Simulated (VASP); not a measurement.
Here is a VASP 6.6.1 calculation.

File INCAR:

```
SYSTEM = Pb
PREC = Accurate ; ENCUT = 520
EDIFF = 1E-8 ; ISMEAR = -1
SIGMA = 0.08 ; LREAL = .False.
LASPH = .True. ; NELM = 80
ALGO = Normal ; ISIF = 2
LWAVE = .False. ; LCHARG = .False.
GGA = PE ; LEFG = .True.
NBANDS = 13
```

KPOINTS

```
regular mesh
0
Gamma
  13 13 13
  0 0 0
```

POSCAR

```
Pb
1.0
    0.0000000000      2.4364202325      2.4364202325
    2.4364202325      0.0000000000      2.4364202325
    2.4364202325      2.4364202325      0.0000000000
Pb
1
Direct
    0.0000000000      0.0000000000      0.0000000000
```

Potentials or basis: VASP PAW PBE potentials, release 64 (Pb_d).

Run with:

```sh
$ cat potpaw_PBE.64/Pb_d/POTCAR > POTCAR
$ mpirun -np 1 vasp_std > vasp.out
```

What does it give for the band gap on the k mesh?

Zero (band 7 reaches 15.62 eV, above the bottom of band 8 at 6.06 eV).

Predict the pressure.

5.0 GPa.

Caveat: without QUAD_EFG the Cq values of the log hold for a quadrupole moment of 1 mb, not for the nuclei; spin-orbit coupling is left out, which moves the levels of the heavy elements.
